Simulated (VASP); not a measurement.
# Nb (Im-3m) in VASP: a series of runs

Runs on Nb. Level: PBEsol. Tasks: single point.

Everything below comes from runs of VASP 6.6.1. Logs are shortened: lines on timing, memory, paths and dates and some standing lists are left out, and cuts for length are marked.

## (1) The cell of the first run

Symmetry: Im-3m, No. 229, cubic system. The conventional cell has a = 3.350 Å, b = 3.350 Å, c = 3.350 Å, α = 90.00°, β = 90.00°, γ = 90.00°. Nb (site symmetry m-3m) has 14 Nb at 2.90 to 3.35 Å within 3.8 Å.

## (2) Single point, PBEsol (volume scaled by 1.02)

INCAR reads:

```
SYSTEM = Nb
PREC = Accurate
ENCUT = 500
EDIFF = 1E-6
ISMEAR = -1
SIGMA = 0.05
LREAL = .False.
LASPH = .True.
NELM = 120
ALGO = Normal
ISIF = 2
LWAVE = .False.
LCHARG = .False.
GGA = PS
NBANDS = 12
GGA_COMPAT = .False.
```

KPOINTS reads:

```
regular mesh
0
Gamma
  11 11 11
  0 0 0
```

POSCAR reads:

```
Nb
1.0
   -1.6749698576      1.6749698576      1.6749698576
    1.6749698576     -1.6749698576      1.6749698576
    1.6749698576      1.6749698576     -1.6749698576
Nb
1
Direct
    0.0000000000      0.0000000000      0.0000000000
```

Potentials or basis: VASP PAW PBE potentials, release 64 (Nb_sv).

Started as:

```bash
$ cat potpaw_PBE.64/Nb_sv/POTCAR > POTCAR
$ mpirun -np 1 vasp_std > vasp.out
```

OUTCAR:

```text
SYSTEM = Nb
   PREC = Accurate
   ENCUT = 500
   EDIFF = 1E-6
   ISMEAR = -1
   LREAL = .False.
   LASPH = .True.
   NELM = 120
   ISIF = 2
   GGA = PS

 ion  position               nearest neighbor table
   1  0.000  0.000  0.000-

  LATTYP: Found a body centered cubic cell.
 ALAT       =     3.3499397152

  Lattice vectors:

 A1 = (  -1.6749698576,   1.6749698576,   1.6749698576)
 A2 = (   1.6749698576,  -1.6749698576,   1.6749698576)
 A3 = (   1.6749698576,   1.6749698576,  -1.6749698576)

Analysis of symmetry for initial positions (statically):
=====================================================================
 Subroutine PRICEL returns:
 Original cell was already a primitive cell.

 Routine SETGRP: Setting up the symmetry group for a
 body centered cubic supercell.

 Subroutine GETGRP returns: Found 48 space group operations
 (whereof 48 operations were pure point group operations)
 out of a pool of 48 trial point group operations.

The static configuration has the point symmetry O_h .

Analysis of symmetry for dynamics (positions and initial velocities):
=====================================================================
 Subroutine PRICEL returns:
 Original cell was already a primitive cell.

 Routine SETGRP: Setting up the symmetry group for a
 body centered cubic supercell.

 Subroutine GETGRP returns: Found 48 space group operations
 (whereof 48 operations were pure point group operations)
 out of a pool of 48 trial point group operations.

The dynamic configuration has the point symmetry O_h .

 Subroutine INISYM returns: Found 48 space group operations
 (whereof 48 operations are pure point group operations),
 and found     1 'primitive' translations

----------------------------------------------------------------------------------------

                                     Primitive cell

  volume of cell :      18.7967

  direct lattice vectors                    reciprocal lattice vectors
    -1.674969858  1.674969858  1.674969858     0.000000000  0.298512835  0.298512835
     1.674969858 -1.674969858  1.674969858     0.298512835  0.000000000  0.298512835
     1.674969858  1.674969858 -1.674969858     0.298512835  0.298512835  0.000000000

  length of vectors
     2.901132895  2.901132895  2.901132895     0.422160899  0.422160899  0.422160899

  position of ions in fractional coordinates (direct lattice)
     0.000000000  0.000000000  0.000000000

  ion indices of the primitive-cell ions
   primitive index   ion index
                 1           1

----------------------------------------------------------------------------------------

 KPOINTS: regular mesh

Automatic generation of k-mesh.
 Grid dimensions read from file:
 generate k-points for:   11   11   11

 Generating k-lattice:

  Cartesian coordinates                     Fractional coordinates (reciprocal lattice)
     0.000000000  0.027137530  0.027137530     0.090909091  0.000000000  0.000000000
     0.027137530  0.000000000  0.027137530     0.000000000  0.090909091  0.000000000
     0.027137530  0.027137530  0.000000000     0.000000000  0.000000000  0.090909091

  Length of vectors
     0.038378264  0.038378264  0.038378264

  Shift w.r.t. Gamma in fractional coordinates (k-lattice)
     0.000000000  0.000000000  0.000000000

 Subroutine IBZKPT returns following result:
 ===========================================

 Found     56 irreducible k-points:

 Following reciprocal coordinates:
            Coordinates               Weight
  0.000000  0.000000  0.000000      1.000000
  0.090909  0.000000  0.000000     12.000000
  0.181818  0.000000  0.000000     12.000000
  0.272727  0.000000  0.000000     12.000000
  0.363636  0.000000  0.000000     12.000000
  0.454545  0.000000  0.000000     12.000000
[... 16 lines left out ...]
  0.272727  0.181818  0.090909     48.000000
  0.363636  0.181818  0.090909     24.000000
 [... further k-points ...]
   k-points           NKPTS =     56   k-points in BZ     NKDIM =     56   number of bands    NBANDS=     12
   number of dos      NEDOS =    301   number of ions     NIONS =      1
   total plane-waves  NPLWV =  13824
   dimension x,y,z NGX =    24 NGY =   24 NGZ =   24
   dimension x,y,z NGXF=    48 NGYF=   48 NGZF=   48
   ions per type =               1
   NGX,Y,Z   is equivalent  to a cutoff of  13.75, 13.75, 13.75 a.u.
   NGXF,Y,Z  is equivalent  to a cutoff of  27.51, 27.51, 27.51 a.u.
 SYSTEM =  Nb
   PREC   = accura    normal or accurate (medium, high low for compatibility)
   ISTART =      0    job   : 0-new  1-cont  2-samecut
   ICHARG =      2    charge: 1-file 2-atom 10-const
   ISPIN  =      1    spin polarized calculation?
   LNONCOLLINEAR =      F non collinear calculations
   LSORBIT =      F    spin-orbit coupling
   LASPH  =      T    aspherical Exc in radial PAW
   ENCUT  =  500.0 eV  36.75 Ry    6.06 a.u.   5.29  5.29  5.29*2*pi/ulx,y,z
   NELM   =    120;   NELMIN=  2; NELMDL= -5     # of ELM steps
   EDIFF  = 0.1E-05   stopping-criterion for ELM
   LREAL  =      F    real-space projection
   EDIFFG = 0.1E-04   stopping-criterion for IOM
   NSW    =      0    number of steps for IOM
   IBRION =     -1    ionic relax: 0-MD 1-quasi-New 2-CG
   NFREE  =      0    steps in history (QN), initial steepest desc. (CG)
   ISIF   =      2    stress and relaxation
   ISYM   =      2    0-nonsym 1-usesym 2-fastsym
   POTIM  = 0.5000    time-step for ionic-motion
   TEBEG  =    0.0;   TEEND  =   0.0 temperature during run
   PSTRESS=    0.0 pullay stress
   NELECT =      13.0000    total number of electrons
   NUPDOWN=      -1.0000    fix difference up-down
   EMIN   =  10.00;   EMAX   =-10.00  energy-range for DOS
   EFERMI =   0.00;   METHOD = LEGACY
   ISMEAR =    -1;   SIGMA  =   0.05  broadening in eV -4-tet -1-fermi 0-gaus
   EFERMI_NEDOS =   21; number of points for ismear=-14 and -15
   IALGO  =     38    algorithm
   IMIX   =      4    mixing-type and parameters
     AMIX     =   0.40;   BMIX     =  1.00
     AMIX_MAG =   1.60;   BMIX_MAG =  1.00
  volume/ion in A,a.u.               =      18.80       126.85
  Fermi-wavevector in a.u.,A,eV,Ry     =   1.447757  2.735864 28.517809  2.096000
  Thomas-Fermi vector in A             =   2.565675
   LORBIT       =      0    0 simple, 1 ext, 2 COOP (PROOUT), +10 PAW based schemes
   GGA     = PS    functional components
   LHFCALC =     F    Hartree Fock is set to
   AEXX    =    0.0000 exact exchange contribution
   IVDW    =     0    specifies the selected vdW correction
   LEPSILON=     F    determine dielectric tensor
   LRPA    =     F    only Hartree local field effects (RPA)
 non-spin polarized calculation
  energy-cutoff  :      500.00
  volume of cell :       18.80
 maximum number of plane-waves:       486
 NGX is ok and might be reduce to    24
   NGX = 11   NGY = 11   NGZ = 11

 number of electron      12.9999999 magnetization

 Free energy of the ion-electron system (eV)
  ---------------------------------------------------
  ext. energy  EPLUGINS =         0.00000000
  ---------------------------------------------------
  free energy    TOTEN  =       -10.90506611 eV

  energy without entropy =      -10.89087758  energy(sigma->0) =      -10.89797184

 E-fermi :  10.4232     XC(G=0): -12.4113

 val. band max:       10.4122233632   @ k =  -0.3636   0.3636   0.1818
 cond. band min:      10.4309357240   @ k =  -0.1818   0.1818   0.0909
 fundamental gap:      0.0187123608
 Fermi energy:        10.4232239536

 k-point     1 :       0.0000    0.0000    0.0000
  band No.  band energies     occupation
      1     -43.8808      2.00000
      2     -19.2811      2.00000
      3     -19.2811      2.00000
      4     -19.2811      2.00000
      5       4.5709      2.00000
      6      10.8298      0.00059
      7      10.8298      0.00059
      8      10.8298      0.00059
      9      13.5993      0.00000
     10      13.5993      0.00000
     11      24.5524      0.00000
     12      24.5524      0.00000

 k-point     2 :       0.0909    0.0000    0.0000
  band No.  band energies     occupation
      1     -43.8646      2.00000
      2     -19.3828      2.00000
      3     -19.3123      2.00000
      4     -19.2819      2.00000
      5       4.8925      2.00000
      6      10.6371      0.02738
      7      10.7760      0.00172
      8      11.1382      0.00000
      9      13.3300      0.00000
     10      13.6027      0.00000
     11      24.7964      0.00000
     12      25.1101      0.00000

 k-point     3 :       0.1818    0.0000    0.0000
  band No.  band energies     occupation
      1     -43.8208      2.00000
      2     -19.6490      2.00000
      3     -19.3951      2.00000
      4     -19.2839      2.00000
      5       5.7407      2.00000
      6      10.1656      1.98850
      7      10.5270      0.22307
      8      12.0327      0.00000
      9      13.0331      0.00000
     10      13.6482      0.00000
     11      25.0661      0.00000
     12      26.2599      0.00000
[... 286 lines left out ...]
 k-point    23 :       0.2727    0.1818    0.0909
  band No.  band energies     occupation
      1     -43.6735      2.00000
      2     -20.2635      2.00000
      3     -19.7444      2.00000
      4     -19.4704      2.00000
      5       8.2331      2.00000
      6       9.0205      2.00000
      7      10.1638      1.98890
      8      13.8411      0.00000
      9      14.2738      0.00000
     10      18.2321      0.00000
     11      21.4421      0.00000
     12      23.3329      0.00000

 k-point    24 :       0.3636    0.1818    0.0909
  band No.  band energies     occupation
      1     -43.6617      2.00000
      2     -20.2679      2.00000
      3     -19.8233      2.00000
      4     -19.4787      2.00000
      5       8.1537      2.00000
      6       8.9664      2.00000
      7      10.7050      0.00712
      8      13.9539      0.00000
      9      14.3363      0.00000
     10      19.1061      0.00000
     11      20.3734      0.00000
     12      22.7824      0.00000

 [... further k-points ...]

------------------------ aborting loop because EDIFF is reached ----------------------------------------

  FORCE on cell =-STRESS in cart. coord.  units (eV):
  Direction    XX          YY          ZZ          XY          YZ          ZX
  --------------------------------------------------------------------------------------
  -------------------------------------------------------------------------------------
  Total       -1.3003900     -1.3003900     -1.3003900     -0.0000000     -0.0000000     -0.0000000
  in kB     -110.8417103   -110.8417103   -110.8417103     -0.0000000     -0.0000000     -0.0000000
  external PRESSURE =    -110.8417103 kB  Pullay stress =       0.0000000 kB

 VOLUME and BASIS-vectors are now :
 -----------------------------------------------------------------------------
  energy-cutoff  :      500.00
  volume of cell :       18.80
      direct lattice vectors                 reciprocal lattice vectors
    -1.674969858  1.674969858  1.674969858     0.000000000  0.298512835  0.298512835
     1.674969858 -1.674969858  1.674969858     0.298512835  0.000000000  0.298512835
     1.674969858  1.674969858 -1.674969858     0.298512835  0.298512835  0.000000000

 POSITION                                       TOTAL-FORCE (eV/Angst)
 -----------------------------------------------------------------------------------
      0.00000      0.00000      0.00000         0.000000     -0.000000      0.000000
 -----------------------------------------------------------------------------------
    total drift:                               -0.000000      0.000000      0.000000

  FREE ENERGIE OF THE ION-ELECTRON SYSTEM (eV)
  ---------------------------------------------------
  free  energy   TOTEN  =       -10.9050661059 eV

  energy  without entropy=      -10.8908775768  energy(sigma->0) =      -10.89797184
```

Run time: 7.9 s. Hardware: 1 thread of AMD EPYC 9R45 (Zen 5), shared host; peak memory 0.11 GiB.

Results:

```yaml
Free_energy: -10.9051 eV
Pressure: -11.1 GPa
```

Caveat: the PAW data sets were made with another functional, which shifts forces and pressure a little.

## (3) Single point, PBEsol (volume scaled by 1.04)

INCAR reads:

```
PREC = Accurate
ENCUT = 500
EDIFF = 1E-6
ISMEAR = -1
SIGMA = 0.05
LREAL = False
LASPH = True
NELM = 120
ALGO = Normal
ISIF = 2
LWAVE = False
LCHARG = True
GGA = PS
LELF = True
LVHAR = True
NBANDS = 12
GGA_COMPAT = False
```

KPOINTS reads:

```
Automatic mesh
0
Gamma
  11 11 11
```

POSCAR reads:

```
Nb
1.0
   -1.6858465900      1.6858465900      1.6858465900
    1.6858465900     -1.6858465900      1.6858465900
    1.6858465900      1.6858465900     -1.6858465900
Nb
1
Direct
    0.0000000000      0.0000000000      0.0000000000
```

Potentials or basis: VASP PAW PBE potentials, release 64 (Nb_sv).

Started as:

```bash
$ cat potpaw_PBE.64/Nb_sv/POTCAR > POTCAR
$ mpirun -np 1 vasp_std > vasp.out
```

It took 8.4 s on 1 thread of AMD EPYC 9R45 (Zen 5), shared host; peak memory 0.11 GiB.

It converged, with:

* Free energy: -10.8769 eV
* Pressure: -13.8 GPa

Levels at points of the mesh, in eV from the Fermi level:
```tsv
k point	band 4	band 5	band 6	band 7	band 8	band 9
(0.00, 0.00, 0.00)	-29.77	-5.82	0.40	0.40	0.40	3.11
```

Caveat: the PAW data sets were made with another functional, which shifts forces and pressure a little.
